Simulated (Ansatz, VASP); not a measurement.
P in VASP and in Ansatz

INCAR

```
PREC = Accurate ; ENCUT = 520
EDIFF = 1E-7 ; ISMEAR = 0
SIGMA = 0.05 ; LREAL = False
LASPH = True ; NELM = 100
ALGO = Normal ; ISIF = 2
LWAVE = False ; LCHARG = False
GGA = PS ; NBANDS = 18
```

Contents of KPOINTS:

```
Automatic mesh
0
Gamma
  10 1 8
```

POSCAR

```
P
1.0
    3.5372884563      0.0000000000      0.0000000000
    0.0000000000     37.5485983782      0.0000000000
    0.0000000000      0.0000000000      3.9918095946
P
4
Direct
    0.0000000000      0.9702614300      0.5921507200
    0.0000000000      0.0297385700      0.4078492800
    0.5000000000      0.0297385700      0.0921507200
    0.5000000000      0.9702614300      0.9078492800
```

Input for Ansatz:

```yaml
crystal:
  lattice:
    - [3.5372884563, 0.0, 0.0]
    - [0.0, 37.5485983782, 0.0]
    - [0.0, 0.0, 3.9918095946]
  atoms:
    - { symbol: P, position: [0.0, 0.97026143, 0.59215072] }
    - { symbol: P, position: [0.0, 0.02973857, 0.40784928] }
    - { symbol: P, position: [0.5, 0.02973857, 0.09215072] }
    - { symbol: P, position: [0.5, 0.97026143, 0.90784928] }
basis:
  ecutwfc: 420
kpoints:
  mp_grid: { grid: [10, 1, 8] }
hamiltonian:
  xc: pbesol
scf:
  occupations: { method: gaussian, width: 0.05 }
output:
  forces: true
  stress: true
  eigenvalues: true
```

Alike in both runs: task single point; functional PBEsol; k mesh 10 × 1 × 8; occupations gaussian, width 0.05 eV; no spin polarisation.

```csv
,VASP,Ansatz
version,VASP 6.6.1,Ansatz 0.2.0
potentials or method,"VASP PAW PBE potentials, release 64 (P), cutoff 520 eV","scalar-relativistic, plane waves, PAW"
valence electrons in the cell,20,20
```

|  | VASP | Ansatz | Ansatz less VASP |
| --- | --- | --- | --- |
| gap on the k mesh at the Fermi level (eV) | none | none | - |
| rms of the force components (eV/Å) | 1.068 | 1.069 | +0.0014 |

VASP's potentials were made for PBE, not for PBEsol. Atom by atom the forces differ by 0.006 eV/Å (rms over components). A gap of «none» marks a metal or a gap that the smearing closes.
